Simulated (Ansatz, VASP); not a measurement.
## Two plane-wave programs on Ta

The input INCAR:

```
PREC = Accurate
ENCUT = 520
EDIFF = 1E-6
ISMEAR = -1
SIGMA = 0.05
LREAL = False
LASPH = True
NELM = 60
ALGO = Normal
ISIF = 2
LWAVE = False
LCHARG = True
GGA = PE
LELF = True
LVHAR = True
NBANDS = 18
```

Contents of KPOINTS:

```
regular mesh
0
Gamma
  9 9 9
```

File POSCAR:

```
Ta
1.0
    0.0000000000      2.8397911140      2.8397911140
    2.8397911140      0.0000000000      2.8397911140
    2.8397911140      2.8397911140      0.0000000000
Ta
2
Direct
   -0.1700000000     -0.1100000000     -0.1100000000
    0.1700000000      0.1100000000      0.1100000000
```

Input for Ansatz:

```yaml
crystal:
  lattice:
    - [0.0, 2.839791114, 2.839791114]
    - [2.839791114, 0.0, 2.839791114]
    - [2.839791114, 2.839791114, 0.0]
  atoms:
    - { symbol: Ta, position: [-0.17, -0.11, -0.11] }
    - { symbol: Ta, position: [0.17, 0.11, 0.11] }
kpoints:
  mp_grid: { grid: [9, 9, 9] }
scf:
  occupations: { method: fermi_dirac, width: 0.05 }
hamiltonian:
  xc: pbe
  pseudopotentials: { kind: paw }
output:
  forces: true
  stress: true
  eigenvalues: true
  populations: true
```

Change from the starting cell: shortest bond scaled by 0.88, PAW files.

Alike in both runs: task single point; functional PBE; k mesh 9 × 9 × 9; occupations fermi-dirac, width 0.05 eV; no spin polarisation.

|  | VASP | Ansatz |
| --- | --- | --- |
| version | VASP 6.6.1 | Ansatz 0.2.0 |
| potentials or method | VASP PAW PBE potentials, release 64 (Ta_pv) | PAW with Ansatz's default frozen-core files, scalar-relativistic |
| plane-wave cutoff (eV) | 520 | 420 |
| valence electrons in the cell | 22 | 26 |

Ansatz gave:

| Property | Result |
| --- | --- |
| pressure (GPa) | 24.5 |
| traceless stress, the component that is largest in VASP (GPa) | -17.47 |
| rms of the force components (eV/Å) | 1.749 |

Q: Which values does VASP return?

A: Pressure (GPa): 25.1; traceless stress, the component that is largest in VASP (GPa): -17.90; rms of the force components (eV/Å): 1.855.

Atom by atom the forces differ by 0.106 eV/Å (rms over components). With one functional, cell and mesh, what is left measures potentials, basis and numerics. VASP's potentials hold 22 valence electrons a cell and Ansatz's 26, so a difference there can come from the potentials and not from the codes.

Neither program's run includes spin-orbit coupling.
